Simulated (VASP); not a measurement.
# Zr3Sb2 (Pm-3m) in VASP: notebook

Zr3Sb2 is run at these levels: PBE; tasks: single point, relaxation of cell and atoms.

All numbers are computed with VASP 6.6.1; they aren't measurements. Logs are shortened: lines on timing, memory, paths and dates and some standing lists are left out, and cuts for length are marked.

## Step 1: The cell of the first run

The structure is cubic, space group Pm-3m (No. 221). Conventional cell: a = 5.283 Å, b = 5.283 Å, c = 5.283 Å, α = 90.00°, β = 90.00°, γ = 90.00°. Zr (site symmetry 4/mmm) has 2 Sb at 2.64 Å within 3.5 Å. Sb (site symmetry m-3m) has 12 Zr at 3.74 Å and 8 Sb at 4.58 Å within 4.9 Å. Within 3.5 Å of Sb (site symmetry m-3m) lie 6 Zr at 2.64 Å.

## Step 2: Single point, PBE

INCAR

```
SYSTEM = Zr3Sb2
  PREC = Accurate
  ENCUT = 520
  EDIFF = 1E-6
  ISMEAR = 0
  SIGMA = 0.1
  LREAL = .False.
  LASPH = .True.
  NELM = 100
  ALGO = Normal
  ISIF = 2
  LWAVE = .False.
  LCHARG = .True.
  GGA = PE
  LELF = .True.
  LVHAR = .True.
  NBANDS = 31
```

KPOINTS

```
Automatic mesh
0
Gamma
  8 8 8
  0 0 0
```

POSCAR

```
Zr3Sb2
1.0
    5.2830843226      0.0000000000      0.0000000000
    0.0000000000      5.2830843226      0.0000000000
    0.0000000000      0.0000000000      5.2830843226
Zr Sb
3 2
Direct
    0.0000000000      0.5000000000      0.5000000000
    0.5000000000      0.0000000000      0.5000000000
    0.5000000000      0.5000000000      0.0000000000
    0.0000000000      0.0000000000      0.0000000000
    0.5000000000      0.5000000000      0.5000000000
```

Potentials or basis: VASP PAW PBE potentials, release 64 (Zr_sv, Sb).

The run is started by

```
> cat potpaw_PBE.64/Zr_sv/POTCAR potpaw_PBE.64/Sb/POTCAR > POTCAR
> mpirun -np 1 vasp_std > vasp.out
```

OUTCAR:

```text
SYSTEM = Zr3Sb2
   PREC = Accurate
   ENCUT = 520
   EDIFF = 1E-6
   ISMEAR = 0
   LREAL = .False.
   LASPH = .True.
   NELM = 100
   ISIF = 2
   GGA = PE

 ion  position               nearest neighbor table
   1  0.000  0.500  0.500-   5 2.64   5 2.64   4 3.74   2 3.74   3 3.74   4 3.74   2 3.74   4 3.74
                             4 3.74   2 3.74   3 3.74   3 3.74   3 3.74   2 3.74
   2  0.500  0.000  0.500-   5 2.64   5 2.64   4 3.74   1 3.74   3 3.74   4 3.74   1 3.74   3 3.74
                             3 3.74   3 3.74   1 3.74   4 3.74   4 3.74   1 3.74
   3  0.500  0.500  0.000-   5 2.64   5 2.64   4 3.74   1 3.74   1 3.74   2 3.74   2 3.74   2 3.74
                             4 3.74   2 3.74   1 3.74   4 3.74   1 3.74   4 3.74
   4  0.000  0.000  0.000-   1 3.74   2 3.74   3 3.74   1 3.74   2 3.74   1 3.74   3 3.74   1 3.74
                             2 3.74   3 3.74   2 3.74   3 3.74
   5  0.500  0.500  0.500-   1 2.64   2 2.64   3 2.64   3 2.64   2 2.64   1 2.64

  LATTYP: Found a simple cubic cell.
 ALAT       =     5.2830843226

  Lattice vectors:

 A1 = (   5.2830843226,   0.0000000000,   0.0000000000)
 A2 = (   0.0000000000,   5.2830843226,   0.0000000000)
 A3 = (   0.0000000000,   0.0000000000,   5.2830843226)

Analysis of symmetry for initial positions (statically):
=====================================================================
 Subroutine PRICEL returns:
 Original cell was already a primitive cell.

 Routine SETGRP: Setting up the symmetry group for a
 simple cubic supercell.

 Subroutine GETGRP returns: Found 48 space group operations
 (whereof 48 operations were pure point group operations)
 out of a pool of 48 trial point group operations.

The static configuration has the point symmetry O_h .

Analysis of symmetry for dynamics (positions and initial velocities):
=====================================================================
 Subroutine PRICEL returns:
 Original cell was already a primitive cell.

 Routine SETGRP: Setting up the symmetry group for a
 simple cubic supercell.

 Subroutine GETGRP returns: Found 48 space group operations
 (whereof 48 operations were pure point group operations)
 out of a pool of 48 trial point group operations.

The dynamic configuration has the point symmetry O_h .

 Subroutine INISYM returns: Found 48 space group operations
 (whereof 48 operations are pure point group operations),
 and found     1 'primitive' translations

----------------------------------------------------------------------------------------

                                     Primitive cell

  volume of cell :     147.4561

[... 93 lines left out ...]
   NELM   =    100;   NELMIN=  2; NELMDL= -5     # of ELM steps
   EDIFF  = 0.1E-05   stopping-criterion for ELM
   LREAL  =      F    real-space projection
   EDIFFG = 0.1E-04   stopping-criterion for IOM
   NSW    =      0    number of steps for IOM
   IBRION =     -1    ionic relax: 0-MD 1-quasi-New 2-CG
   NFREE  =      0    steps in history (QN), initial steepest desc. (CG)
   ISIF   =      2    stress and relaxation
   ISYM   =      2    0-nonsym 1-usesym 2-fastsym
   POTIM  = 0.5000    time-step for ionic-motion
   TEBEG  =    0.0;   TEEND  =   0.0 temperature during run
   PSTRESS=    0.0 pullay stress
   NELECT =      46.0000    total number of electrons
   NUPDOWN=      -1.0000    fix difference up-down
   EMIN   =  10.00;   EMAX   =-10.00  energy-range for DOS
   EFERMI =   0.00;   METHOD = LEGACY
   ISMEAR =     0;   SIGMA  =   0.10  broadening in eV -4-tet -1-fermi 0-gaus
   EFERMI_NEDOS =   21; number of points for ismear=-14 and -15
   IALGO  =     38    algorithm
   IMIX   =      4    mixing-type and parameters
     AMIX     =   0.40;   BMIX     =  1.00
     AMIX_MAG =   1.60;   BMIX_MAG =  1.00
  volume/ion in A,a.u.               =      29.49       199.02
  Fermi-wavevector in a.u.,A,eV,Ry     =   1.110299  2.098161 16.772767  1.232764
  Thomas-Fermi vector in A             =   2.246849
   LORBIT       =      0    0 simple, 1 ext, 2 COOP (PROOUT), +10 PAW based schemes
   GGA     = PE    functional components
   LHFCALC =     F    Hartree Fock is set to
   AEXX    =    0.0000 exact exchange contribution
   IVDW    =     0    specifies the selected vdW correction
   LEPSILON=     F    determine dielectric tensor
   LRPA    =     F    only Hartree local field effects (RPA)
 non-spin polarized calculation
 Gauss-broadening in eV      SIGMA  =   0.10
  energy-cutoff  :      520.00
  volume of cell :      147.46
 maximum number of plane-waves:      3987
 NGX is ok and might be reduce to    40
   NGX = 19   NGY = 19   NGZ = 19

 number of electron      46.0000003 magnetization

 Free energy of the ion-electron system (eV)
  ---------------------------------------------------
  ext. energy  EPLUGINS =         0.00000000
  ---------------------------------------------------
  free energy    TOTEN  =       -31.00390256 eV

  energy without entropy =      -30.95365029  energy(sigma->0) =      -30.97877643

 E-fermi :   7.0529     XC(G=0):  -9.7803

 val. band max:        7.0477903408   @ k =   0.5000   0.3750   0.0000
 cond. band min:       7.0542130778   @ k =   0.3750   0.3750   0.2500
 fundamental gap:      0.0064227370
 Fermi energy:         7.0529258983

 k-point     1 :       0.0000    0.0000    0.0000
  band No.  band energies     occupation
      1     -42.5864      2.00000
      2     -42.5619      2.00000
      3     -42.5619      2.00000
      4     -20.7194      2.00000
      5     -20.7194      2.00000
      6     -20.7194      2.00000
[... 805 lines left out ...]
     30       8.6889      0.00000
     31       9.2656      0.00000

 [... further k-points ...]
[... 5 lines left out ...]
  --------------------------------------------------------------------------------------
  -------------------------------------------------------------------------------------
  Total        0.0019331      0.0019331      0.0019331      0.0000000      0.0000000     -0.0000000
  in kB        0.0210041      0.0210041      0.0210041      0.0000000      0.0000000     -0.0000000
  external PRESSURE =       0.0210041 kB  Pullay stress =       0.0000000 kB

 VOLUME and BASIS-vectors are now :
 -----------------------------------------------------------------------------
  energy-cutoff  :      520.00
  volume of cell :      147.46
      direct lattice vectors                 reciprocal lattice vectors
     5.283084323  0.000000000  0.000000000     0.189283369  0.000000000  0.000000000
     0.000000000  5.283084323  0.000000000     0.000000000  0.189283369  0.000000000
     0.000000000  0.000000000  5.283084323     0.000000000  0.000000000  0.189283369

 POSITION                                       TOTAL-FORCE (eV/Angst)
 -----------------------------------------------------------------------------------
      0.00000      2.64154      2.64154         0.000000      0.000000      0.000000
      2.64154      0.00000      2.64154         0.000000      0.000000      0.000000
      2.64154      2.64154      0.00000         0.000000      0.000000      0.000000
      0.00000      0.00000      0.00000         0.000000      0.000000      0.000000
      2.64154      2.64154      2.64154         0.000000      0.000000      0.000000
 -----------------------------------------------------------------------------------
    total drift:                                0.000000     -0.000000     -0.000000

  FREE ENERGIE OF THE ION-ELECTRON SYSTEM (eV)
  ---------------------------------------------------
  free  energy   TOTEN  =       -31.0039025612 eV

  energy  without entropy=      -30.9536502891  energy(sigma->0) =      -30.97877643
```

OSZICAR:

```text
N       E                     dE             d eps       ncg     rms          rms(c)
DAV:   1     0.438191826975E+03    0.43819E+03   -0.21449E+04  2170   0.134E+03
DAV:   2     0.405637634836E+01   -0.43414E+03   -0.42058E+03  2485   0.376E+02
DAV:   3    -0.299910798139E+02   -0.34047E+02   -0.33121E+02  3401   0.847E+01
DAV:   4    -0.336095877447E+02   -0.36185E+01   -0.35953E+01  3550   0.253E+01
DAV:   5    -0.338233827963E+02   -0.21380E+00   -0.21375E+00  3315   0.519E+00    0.171E+01
DAV:   6    -0.311756973717E+02    0.26477E+01   -0.73346E+00  2572   0.117E+01    0.606E+00
DAV:   7    -0.310071129242E+02    0.16858E+00   -0.18319E+00  3556   0.499E+00    0.240E+00
DAV:   8    -0.310060502630E+02    0.10627E-02   -0.26047E-01  2835   0.202E+00    0.113E+00
DAV:   9    -0.310050266154E+02    0.10236E-02   -0.53795E-02  2787   0.100E+00    0.371E-01
DAV:  10    -0.310038311394E+02    0.11955E-02   -0.11978E-02  3186   0.512E-01    0.581E-02
DAV:  11    -0.310039112419E+02   -0.80102E-04   -0.50748E-04  3144   0.108E-01    0.477E-02
DAV:  12    -0.310039033400E+02    0.79019E-05   -0.22561E-05  3088   0.236E-02    0.204E-02
DAV:  13    -0.310039034236E+02   -0.83525E-07   -0.12489E-05  2747   0.200E-02    0.729E-03
DAV:  14    -0.310039025612E+02    0.86237E-06   -0.80140E-07  1767   0.463E-03
   1 F= -.31003903E+02 E0= -.30978776E+02  d E =-.502523E-01
```

Wall time 8.4 min (1 thread of AMD EPYC 7R43 (Zen 3), shared host); peak memory 0.27 GiB.

Results:

- Free energy: -31.0039 eV
- Pressure: 0.0 GPa
- Band gap on the k mesh: zero (band 23 reaches 7.15 eV, above the bottom of band 24 at 6.65 eV)

Caveat: spin-orbit coupling is left out, which moves the levels of the heavy elements.

## Step 3: Relaxation of cell and atoms, PBE

This run uses another cell than the first one, of 29.34 Å³/atom, 0.995 times its volume.

INCAR

```
ALGO     = Normal         # electronic algorithm
EDIFF    = 1E-6           # SCF threshold, eV
EDIFFG   = -0.01          # ionic threshold
ENCUT    = 600            # plane-wave cutoff, eV
GGA      = PE             # functional
IBRION   = 2              # ionic algorithm
ISIF     = 3              # what is computed and relaxed
ISMEAR   = 0              # smearing method
LASPH    = T              # aspherical terms in the spheres
LCHARG   = F              # write CHGCAR
LREAL    = F              # projectors in reciprocal space
LWAVE    = F              # write WAVECAR
NELM     = 100            # most SCF steps
NSW      = 100            # ionic steps
PREC     = Accurate       # precision mode
SIGMA    = 0.1            # smearing width, eV
```

KPOINTS

```
k-points
0
Gamma
  8 8 8
```

Changes to POSCAR since step 2:

```diff
@@ -2,5 +2,5 @@
 1.0
-    5.2830843226      0.0000000000      0.0000000000
-    0.0000000000      5.2830843226      0.0000000000
-    0.0000000000      0.0000000000      5.2830843226
+    5.2737586471      0.0000000000      0.0000000000
+    0.0000000000      5.2737586471      0.0000000000
+    0.0000000000      0.0000000000      5.2737586471
 Zr Sb
```

Potentials or basis: VASP PAW PBE potentials, release 64 (Zr_sv, Sb).

The run is started by

```
> cat potpaw_PBE.64/Zr_sv/POTCAR potpaw_PBE.64/Sb/POTCAR > POTCAR
> mpirun -np 1 vasp_std > vasp.out
```

It took 7.4 min on 1 thread of AMD EPYC 7R43 (Zen 3), shared host; peak memory 0.32 GiB.

Results (log left out):

```
Free energy                            : -31.0034 eV
Relaxed volume                         : 29.49 Å³/atom
Relaxed cell                           : a = 5.283 Å, b = 5.283 Å, c = 5.283 Å, α = 90.00°, β = 90.00°, γ = 90.00°
Space group after relaxing (to 0.05 Å) : Pm-3m (No. 221)
Energy gained by relaxing              : 0.2 meV/atom
Ionic steps                            : 3
Pressure after relaxing                : 0.0 GPa
Band gap on the k mesh                 : zero (band 23 reaches 7.15 eV, above the bottom of band 24 at 6.65 eV)
```

The path:
```tsv
step	energy change (eV)	largest force (eV/Å)	pressure (GPa)	volume (Å³)
1	0.0000	0.0000	0.38	146.68
2	-0.0003	0.0000	-0.31	148.15
3	-0.0009	0.0000	0.00	147.47
```

Final structure:
```
Zr Sb
1.0
     5.28322    0.00000    0.00000
     0.00000    5.28322    0.00000
     0.00000    0.00000    5.28322
Zr Sb
3 2
Cartesian
  0.0000 2.6416 2.6416
  2.6416 0.0000 2.6416
  2.6416 2.6416 0.0000
  0.0000 0.0000 0.0000
  2.6416 2.6416 2.6416
```

Levels at points of the mesh, in eV from the Fermi level:
```tsv
k point	band 21	band 22	band 23	band 24	band 25	band 26
(0.00, 0.00, 0.00)	-1.32	-1.32	-0.71	-0.36	-0.36	-0.36
(0.50, 0.00, 0.00)	-1.32	-0.35	0.04	0.27	0.48	0.48
(0.50, 0.50, 0.00)	-0.42	-0.42	0.10	0.10	0.24	0.94
(0.50, 0.50, 0.50)	-0.23	-0.23	-0.23	0.06	0.06	0.06
```

Caveat: spin-orbit coupling is left out, which moves the levels of the heavy elements.

## Step 4: Single point, PBE

This run uses another cell than the first one, of 21.39 Å³/atom, 0.725 times its volume.

INCAR

```
PREC = Accurate
ENCUT = 520
EDIFF = 1E-7
ISMEAR = 0
SIGMA = 0.1
LREAL = F
LASPH = T
NELM = 100
ALGO = Normal
ISIF = 2
LWAVE = F
LCHARG = F
GGA = PE
NBANDS = 31
```

KPOINTS

```
Automatic mesh
0
Gamma
  4 4 4
```

Changes to POSCAR since step 3:

```diff
@@ -2,5 +2,5 @@
 1.0
-    5.2737586471      0.0000000000      0.0000000000
-    0.0000000000      5.2737586471      0.0000000000
-    0.0000000000      0.0000000000      5.2737586471
+    4.7464155300      0.0000000000      0.0000000000
+    0.0000000000      4.7464155300      0.0000000000
+    0.0000000000      0.0000000000      4.7464155300
 Zr Sb
```

The run is started by

```
> cat potpaw_PBE.64/Zr_sv/POTCAR potpaw_PBE.64/Sb/POTCAR > POTCAR
> mpirun -np 1 vasp_std > vasp.out
```

Wall time 47 s (1 thread of AMD EPYC 7R43 (Zen 3), shared host); peak memory 0.18 GiB.

Results (log left out):

```
Free energy            : -26.9148 eV
Pressure               : 41.8 GPa
Band gap on the k mesh : zero (band 23 reaches 11.11 eV, above the bottom of band 24 at 10.60 eV)
```

Levels at points of the mesh, in eV from the Fermi level:
| k point | band 20 | band 21 | band 22 | band 23 | band 24 | band 25 | band 26 | band 27 |
| --- | --- | --- | --- | --- | --- | --- | --- | --- |
| (0.00, 0.00, 0.00) | -2.39 | -2.03 | -2.03 | 0.29 | 0.29 | 0.29 | 0.37 | 1.49 |
| (0.50, 0.00, 0.00) | -2.84 | -2.05 | -0.72 | 0.31 | 0.54 | 0.63 | 0.64 | 0.64 |
| (0.50, 0.50, 0.00) | -3.29 | -0.64 | -0.64 | -0.03 | -0.03 | 0.34 | 1.37 | 1.45 |
| (0.50, 0.50, 0.50) | -3.13 | -0.47 | -0.47 | -0.47 | -0.13 | -0.13 | -0.13 | 1.10 |

Caveat: spin-orbit coupling is left out, which moves the levels of the heavy elements.

## Step 5: Summary

| task | cell | k mesh | cutoff (eV) | gap on the mesh (eV) | pressure (GPa) |
| --- | --- | --- | --- | --- | --- |
| single point | a = 5.283 Å, 5 atoms | 8 × 8 × 8 | 520 | none | 0.0 |
| relaxation of cell and atoms | relaxed from a = 5.274 Å, 5 atoms | 8 × 8 × 8 | 600 | none | 0.0 |
| single point | a = 4.746 Å, 5 atoms | 4 × 4 × 4 | 520 | none | 41.8 |

Alike in all rows: level PBE; potentials or basis VASP PAW PBE potentials, release 64 (Zr_sv, Sb); no spin polarisation; smearing gaussian 0.1 eV.

Caveats: spin-orbit coupling is left out, which moves the levels of the heavy elements.

Total energies depend on the potentials used, so only differences within one code and one set of settings carry meaning.
